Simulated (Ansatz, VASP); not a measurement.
**Two plane-wave programs on Hg2Se3**

INCAR

```
PREC = Accurate
ENCUT = 600
EDIFF = 1E-7
ISMEAR = 0
SIGMA = 0.1
LREAL = False
LASPH = True
NELM = 100
ALGO = Normal
ISIF = 3
LWAVE = False
LCHARG = False
GGA = PE
IBRION = 2
NSW = 100
EDIFFG = -0.01
```

File KPOINTS:

```
regular mesh
0
Gamma
  8 8 8
```

The input POSCAR:

```
Hg2Se3
1.0
    5.3046904551      0.0000000000      0.0000000000
    0.0000000000      5.3046904551      0.0000000000
    0.0000000000      0.0000000000      5.3046904551
Hg Se
2 3
Direct
    0.5000000000      0.5000000000      0.5000000000
    0.0000000000      0.0000000000      0.0000000000
    0.5000000000      0.0000000000      0.0000000000
    0.0000000000      0.5000000000      0.0000000000
    0.0000000000      0.0000000000      0.5000000000
```

Input for Ansatz:

```yaml
crystal:
  lattice:
    - [5.3046904551, 0.0, 0.0]
    - [0.0, 5.3046904551, 0.0]
    - [0.0, 0.0, 5.3046904551]
  atoms:
    - { symbol: Hg, position: [0.5, 0.5, 0.5] }
    - { symbol: Hg, position: [0.0, 0.0, 0.0] }
    - { symbol: Se, position: [0.5, 0.0, 0.0] }
    - { symbol: Se, position: [0.0, 0.5, 0.0] }
    - { symbol: Se, position: [0.0, 0.0, 0.5] }
basis:
  ecutwfc: 420
kpoints:
  mp_grid: { grid: [8, 8, 8] }
hamiltonian:
  xc: pbe
scf:
  occupations: { method: gaussian, width: 0.1 }
output:
  forces: true
  stress: true
  eigenvalues: true
  write_density: true
  write_potential: true
  elf: true
  volumetric_format: npy
relax:
  adjacent_minimum: "off"
  f_tol: 0.01
  max_steps: 80
  cell: { stress_tol: 0.05 }
```

Alike in both runs: task relaxation of cell and atoms; functional PBE; k mesh 8 × 8 × 8; occupations gaussian, width 0.1 eV; no spin polarisation.

```csv
,VASP,Ansatz
version,VASP 6.6.1,Ansatz 0.2.0
potentials or method,"VASP PAW PBE potentials, release 64 (Hg, Se), cutoff 600 eV","scalar-relativistic, plane waves, PAW"
valence electrons in the cell,42,88
```

```tsv
	VASP	Ansatz	Ansatz less VASP
gap on the k mesh at the Fermi level, each at its own relaxed structure (eV)	none	none	-
relaxed volume (Å³/atom)	29.94	29.73	-0.209
relaxed cell length with the largest relative difference (Å)	5.310	5.297	-0.0124
```

A gap of «none» marks a metal or a gap that the smearing closes. VASP's potentials hold 42 valence electrons a cell and Ansatz's 88, so a difference there can come from the potentials and not from the codes.

Neither program's run includes spin-orbit coupling.
